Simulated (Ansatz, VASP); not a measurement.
**Two plane-wave programs on BaCaF4**

The input INCAR:

```
PREC = Accurate
ENCUT = 520
EDIFF = 1E-6
ISMEAR = -1
SIGMA = 0.02
LREAL = False
LASPH = True
NELM = 60
ALGO = Normal
ISIF = 2
LWAVE = False
LCHARG = True
GGA = PE
LELF = True
LVHAR = True
NBANDS = 33
```

Contents of KPOINTS:

```
regular mesh
0
Gamma
  8 8 8
```

Contents of POSCAR:

```
BaCaF4
1.0
    2.0705449702      1.1954296943      6.6883420004
   -2.0705449702      1.1954296943      6.6883420004
    0.0000000000     -2.3908593936      6.6883419995
Ca F Ba
1 4 1
Direct
    0.0000000000      0.0000000000      0.0000000000
    0.1151003198      0.1151003198      0.1151003198
    0.3666477861      0.3666477861      0.3666477861
    0.6333522139      0.6333522139      0.6333522139
    0.8848996802      0.8848996802      0.8848996802
    0.5000000000      0.5000000000      0.5000000000
```

Input for Ansatz:

```yaml
crystal:
  lattice:
    - [2.0705449702, 1.1954296943, 6.6883420004]
    - [-2.0705449702, 1.1954296943, 6.6883420004]
    - [0.0, -2.3908593936, 6.6883419995]
  atoms:
    - { symbol: Ca, position: [0.0, 0.0, 0.0] }
    - { symbol: F, position: [0.1151003198, 0.1151003198, 0.1151003198] }
    - { symbol: F, position: [0.3666477861, 0.3666477861, 0.3666477861] }
    - { symbol: Ba, position: [0.5, 0.5, 0.5] }
    - { symbol: F, position: [0.6333522139, 0.6333522139, 0.6333522139] }
    - { symbol: F, position: [0.8848996802, 0.8848996802, 0.8848996802] }
kpoints:
  mp_grid: { grid: [8, 8, 8] }
  band_path:
    path:
      - [[0.0, 0.0, 0.0], [0.5, 0.5, 0.5], [0.8120362624285, 0.1879637375715, 0.5]]
      - [[0.5, -0.1879637375715, 0.1879637375715], [0.5, -1.021881626437e-16, -1.563074650958e-16], [0.0, 0.0, 0.0], [0.3439818687857, -0.3439818687857, -3.310938526115e-34]]
      - [[0.6560181312143, -4.947290031719e-17, 0.3439818687857], [0.5, 2.302918173892e-17, 0.5], [0.0, 0.0, 0.0]]
    npoints: 10
hamiltonian:
  xc: pbe
scf:
  occupations: { method: fermi_dirac, width: 0.02 }
  n_extra_bands: 5
output:
  forces: true
  stress: true
  eigenvalues: true
```

Alike in both runs: task single point; functional PBE; k mesh 8 × 8 × 8; occupations fermi-dirac, width 0.02 eV; no spin polarisation.

|  | VASP | Ansatz |
| --- | --- | --- |
| version | VASP 6.6.1 | Ansatz 0.2.0 |
| potentials or method | VASP PAW PBE potentials, release 64 (Ca_sv, F, Ba_sv) | plane waves, PAW |
| plane-wave cutoff (eV) | 520 | 420 |
| valence electrons in the cell | 48 | 48 |

|  | VASP | Ansatz | Ansatz less VASP |
| --- | --- | --- | --- |
| gap on the k mesh at the Fermi level (eV) | 6.50 | 6.56 | +0.060 |
| pressure (GPa) | 3.1 | 2.1 | -0.90 |
| rms of the force components (eV/Å) | 0.008 | 0.023 | +0.0151 |

Neither program's run includes spin-orbit coupling.
